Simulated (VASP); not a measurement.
# ZnS (F-43m) in VASP: elastic constants with LDA

Aim: the elastic constants of ZnS with LDA.

Program: VASP 6.6.1. These are calculated values, not measurements. Logs are shortened: lines on timing, memory, paths and dates and some standing lists are left out, and cuts for length are marked.

## 1. The cell of the first run

It takes space group F-43m (No. 216, cubic). Conventional cell: a = 5.404 Å, b = 5.404 Å, c = 5.404 Å, α = 90.00°, β = 90.00°, γ = 90.00°. Within 3.1 Å of Zn (site symmetry -43m) lie 4 S at 2.34 Å. Within 3.1 Å of S (site symmetry -43m) lie 4 Zn at 2.34 Å.

## 2. Elastic constants, LDA

Contents of INCAR:

```
ALGO = Normal
EDIFF = 1E-8
ENCUT = 600
IBRION = 6
ISIF = 3
ISMEAR = -1
LASPH = T
LCHARG = F
LREAL = F
LWAVE = F
NELM = 80
NFREE = 2
NSW = 1
POTIM = 0.015
PREC = Accurate
SIGMA = 0.05
```

Contents of KPOINTS:

```
k-points
0
Gamma
  7 7 7
```

Contents of POSCAR:

```
ZnS
1.0
    0.0000000000      2.7020000000      2.7020000000
    2.7020000000      0.0000000000      2.7020000000
    2.7020000000      2.7020000000      0.0000000000
Zn S
1 1
Direct
    0.7500000000      0.7500000000      0.7500000000
    0.0000000000      0.0000000000      0.0000000000
```

Potentials or basis: VASP PAW LDA potentials, release 64 (Zn, S).

Command:

```bash
> cat potpaw_LDA.64/Zn/POTCAR potpaw_LDA.64/S/POTCAR > POTCAR
> mpirun -np 1 vasp_std > vasp.out
```

OUTCAR:

```text
EDIFF = 1E-8
   ENCUT = 600
   IBRION = 6
   ISIF = 3
   ISMEAR = -1
   LASPH = T
   LREAL = F
   NELM = 80
   NFREE = 2
   NSW = 1
   POTIM = 0.015
   PREC = Accurate

 ion  position               nearest neighbor table
   1  0.750  0.750  0.750-   2 2.34   2 2.34   2 2.34   2 2.34
   2  0.000  0.000  0.000-   1 2.34   1 2.34   1 2.34   1 2.34

  LATTYP: Found a face centered cubic cell.
 ALAT       =     5.4040000000

  Lattice vectors:

 A1 = (   0.0000000000,   2.7020000000,   2.7020000000)
 A2 = (   2.7020000000,   0.0000000000,   2.7020000000)
 A3 = (   2.7020000000,   2.7020000000,   0.0000000000)

Analysis of symmetry for initial positions (statically):
=====================================================================
 Subroutine PRICEL returns:
 Original cell was already a primitive cell.

 Routine SETGRP: Setting up the symmetry group for a
 face centered cubic supercell.

 Subroutine GETGRP returns: Found 24 space group operations
 (whereof 24 operations were pure point group operations)
 out of a pool of 48 trial point group operations.

The static configuration has the point symmetry T_d .

Analysis of symmetry for dynamics (positions and initial velocities):
=====================================================================
 Subroutine PRICEL returns:
 Original cell was already a primitive cell.

 Routine SETGRP: Setting up the symmetry group for a
 face centered cubic supercell.

 Subroutine GETGRP returns: Found 24 space group operations
 (whereof 24 operations were pure point group operations)
 out of a pool of 48 trial point group operations.

The dynamic configuration has the point symmetry T_d .

 Subroutine INISYM returns: Found 24 space group operations
 (whereof 24 operations are pure point group operations),
 and found     1 'primitive' translations

----------------------------------------------------------------------------------------

                                     Primitive cell

  volume of cell :      39.4535

  direct lattice vectors                    reciprocal lattice vectors
     0.000000000  2.702000000  2.702000000    -0.185048113  0.185048113  0.185048113
     2.702000000  0.000000000  2.702000000     0.185048113 -0.185048113  0.185048113
     2.702000000  2.702000000  0.000000000     0.185048113  0.185048113 -0.185048113

  length of vectors
     3.821205046  3.821205046  3.821205046     0.320512733  0.320512733  0.320512733

  position of ions in fractional coordinates (direct lattice)
     0.750000000  0.750000000  0.750000000
     0.000000000  0.000000000  0.000000000

  ion indices of the primitive-cell ions
   primitive index   ion index
                 1           1
                 2           2

----------------------------------------------------------------------------------------

 KPOINTS: k-points

Automatic generation of k-mesh.
 Grid dimensions read from file:
 generate k-points for:    7    7    7

 Generating k-lattice:

  Cartesian coordinates                     Fractional coordinates (reciprocal lattice)
    -0.026435445  0.026435445  0.026435445     0.142857143  0.000000000  0.000000000
     0.026435445 -0.026435445  0.026435445     0.000000000  0.142857143  0.000000000
     0.026435445  0.026435445 -0.026435445     0.000000000  0.000000000  0.142857143

  Length of vectors
     0.045787533  0.045787533  0.045787533

  Shift w.r.t. Gamma in fractional coordinates (k-lattice)
     0.000000000  0.000000000  0.000000000

 Subroutine IBZKPT returns following result:
 ===========================================

 Found     20 irreducible k-points:
[... 212 lines left out ...]
      9       1.8041      2.00000
     10       3.6084      0.00000
     11       8.0492      0.00000
     12       8.0492      0.00000
     13       8.0501      0.00000
[... 354 lines left out ...]
  band No.  band energies     occupation
      1     -10.2265      2.00000
      2      -4.5396      2.00000
      3      -4.5110      2.00000
      4      -4.2146      2.00000
      5      -4.1677      2.00000
      6      -3.9773      2.00000
      7      -3.2530      2.00000
      8       0.0464      2.00000
      9       0.7181      2.00000
     10       5.7274      0.00000
     11       7.9901      0.00000
     12       9.1239      0.00000
     13      10.3537      0.00000

 [... further k-points ...]

[... ionic steps 4 to 14 ...]

--------------------------------------- Ionic step       15  -------------------------------------------

 number of electron      18.0000000 magnetization

------------------------ aborting loop because EDIFF is reached ----------------------------------------
[... 67 lines left out ...]
--------------------------------------- Ionic step       17  -------------------------------------------

 number of electron      17.9999998 magnetization

 Free energy of the ion-electron system (eV)
  ---------------------------------------------------
  ext. energy  EPLUGINS =         0.00000000
  ---------------------------------------------------
  free energy    TOTEN  =        -8.17550821 eV

  energy without entropy =       -8.17550821  energy(sigma->0) =       -8.17550821

 E-fermi :   2.9068     XC(G=0): -10.0388

 val. band max:        1.9394856700   @ k =   0.0000   0.0000   0.0000
 cond. band min:       3.8144667040   @ k =   0.0000   0.0000   0.0000
 fundamental gap:      1.8749810340
 Fermi energy:         2.9068444570

 k-point     1 :       0.0000    0.0000    0.0000
  band No.  band energies     occupation
      1     -11.1829      2.00000
      2      -4.5835      2.00000
      3      -4.5726      2.00000
      4      -4.5617      2.00000
      5      -4.0914      2.00000
      6      -4.0914      2.00000
      7       1.9107      2.00000
      8       1.9259      2.00000
      9       1.9395      2.00000
     10       3.8145      0.00000
     11       8.1713      0.00000
     12       8.1786      0.00000
     13       8.1876      0.00000
[... 354 lines left out ...]
  band No.  band energies     occupation
      1     -10.9769      2.00000
      2      -4.5960      2.00000
      3      -4.5338      2.00000
      4      -4.5117      2.00000
      5      -4.1123      2.00000
      6      -4.0774      2.00000
      7       0.5838      2.00000
      8       1.3851      2.00000
      9       1.4095      2.00000
     10       5.2820      0.00000
     11       7.2700      0.00000
     12       8.9846      0.00000
     13       9.0004      0.00000

 [... further k-points ...]

------------------------ aborting loop because EDIFF is reached ----------------------------------------

  FORCE on cell =-STRESS in cart. coord.  units (eV):
  Direction    XX          YY          ZZ          XY          YZ          ZX
  --------------------------------------------------------------------------------------
  -------------------------------------------------------------------------------------
  Total       -1.0698495     -1.0682163     -1.0682163      0.0000000      0.0684708      0.0000000
  in kB      -43.4457425    -43.3794232    -43.3794232      0.0000000      2.7805458      0.0000000
  external PRESSURE =     -43.4015297 kB  Pullay stress =       0.0000000 kB
[... 17 lines left out ...]
  FREE ENERGIE OF THE ION-ELECTRON SYSTEM (eV)
  ---------------------------------------------------
  free  energy   TOTEN  =        -8.1755082116 eV

  energy  without entropy=       -8.1755082115  energy(sigma->0) =       -8.17550821

 INTERNAL STRAIN TENSORS FROM STRAINED CELLS
 ============================================

 INTERNAL STRAIN TENSOR FOR ION    1 for displacements in x,y,z  (eV/Angst):
          X           Y           Z          XY          YZ          ZX
  --------------------------------------------------------------------------------
  x     0.00000    -0.00000     0.00000     0.00000     4.56798     0.00000
  y    -0.00000    -0.00000    -0.00000     0.00000     0.00000     4.56806
  z    -0.00000    -0.00000    -0.00000     4.56912     0.00000     0.00000

 INTERNAL STRAIN TENSORS FROM DISPLACED ATOMS
 ============================================

 INTERNAL STRAIN TENSOR FOR ION    1 for displacements in x,y,z  (eV/Angst):
          X           Y           Z          XY          YZ          ZX
  --------------------------------------------------------------------------------
  x     0.00000     0.00000     0.00000     0.00000     4.55808     0.00000
  y    -0.00000     0.00000    -0.00000     0.00000     0.00000     4.55808
  z     0.00000     0.00000     0.00000     4.55808     0.00000     0.00000

 INTERNAL STRAIN TENSOR FOR ION    2 for displacements in x,y,z  (eV/Angst):
          X           Y           Z          XY          YZ          ZX
  --------------------------------------------------------------------------------
  x     0.00000     0.00000     0.00000     0.00000    -4.56250     0.00000
  y     0.00000     0.00000     0.00000     0.00000     0.00000    -4.56250
  z     0.00000     0.00000     0.00000    -4.56250     0.00000     0.00000

 Eigenvectors and eigenvalues of the dynamical matrix
 ----------------------------------------------------

   1 f  =    7.875375 THz    49.482441 2PiTHz  262.694234 cm-1    32.569919 meV
             X         Y         Z           dx          dy          dz
      4.053000  4.053000  4.053000     0.573317   -0.000000   -0.000000
      0.000000  0.000000  0.000000    -0.819334   -0.000000   -0.000000
[... 21 lines left out ...]
   6 f/i=    0.002836 THz     0.017820 2PiTHz    0.094601 cm-1     0.011729 meV
             X         Y         Z           dx          dy          dz
      4.053000  4.053000  4.053000    -0.554634    0.236789    0.554634
      0.000000  0.000000  0.000000    -0.388097    0.165690    0.388097

--------------------------------------------------------------------------------------------------------

 ELASTIC MODULI CONTR FROM IONIC RELAXATION (kBar)
 Direction    XX          YY          ZZ          XY          YZ          ZX
 --------------------------------------------------------------------------------
 XX          -0.0000     -0.0000     -0.0000     -0.0000     -0.0000      0.0000
 YY          -0.0000     -0.0000     -0.0000     -0.0000     -0.0000     -0.0000
 ZZ          -0.0000     -0.0000     -0.0000     -0.0000     -0.0000      0.0000
 XY          -0.0000     -0.0000     -0.0000   -154.7159     -0.0000     -0.0000
 YZ          -0.0000     -0.0000     -0.0000     -0.0000   -154.7159      0.0000
 ZX           0.0000     -0.0000      0.0000     -0.0000      0.0000   -154.7159
 --------------------------------------------------------------------------------

 TOTAL ELASTIC MODULI (kBar)
 Direction    XX          YY          ZZ          XY          YZ          ZX
 --------------------------------------------------------------------------------
 XX        1020.9337    550.9976    550.9976     -0.0000     -0.0000      0.0000
 YY         550.9976   1020.9337    550.9976     -0.0000     -0.0000      0.0000
 ZZ         550.9976    550.9976   1020.9337      0.0000     -0.0000     -0.0000
 XY          -0.0000     -0.0000      0.0000    499.6402     -0.0000     -0.0000
 YZ          -0.0000     -0.0000     -0.0000     -0.0000    499.6402      0.0000
 ZX           0.0000      0.0000     -0.0000     -0.0000      0.0000    499.6402
 --------------------------------------------------------------------------------
```

Wall time 13 min (1 thread of AMD EPYC 7R13, shared host); peak memory 0.22 GiB.

What came out:

| Property | Result |
| --- | --- |
| Elastic constants C11, C12, C44 | 102, 55, 50 GPa |
| Voigt bulk modulus | 71 GPa |
| Highest phonon frequency at Γ, LO-TO splitting left out | 263 cm⁻¹ |

Phonon frequencies in cm⁻¹ (negative: imaginary):
```
              q point        frequencies
(0.000, 0.000, 0.000)  0 0 0 263 263 263
```

Elastic tensor in Voigt notation (GPa, in the Cartesian axes of the cell as first typed):
```
102  55  55   0   0   0
 55 102  55   0   0   0
 55  55 102   0   0   0
  0   0   0  50   0   0
  0   0   0   0  50   0
  0   0   0   0   0  50
```

Clamped-ion elastic tensor (GPa):
```
102  55  55   0   0   0
 55 102  55   0   0   0
 55  55 102   0   0   0
  0   0   0  65   0   0
  0   0   0   0  65   0
  0   0   0   0   0  65
```

Caveat: the cell is under stress, which shifts elastic constants.
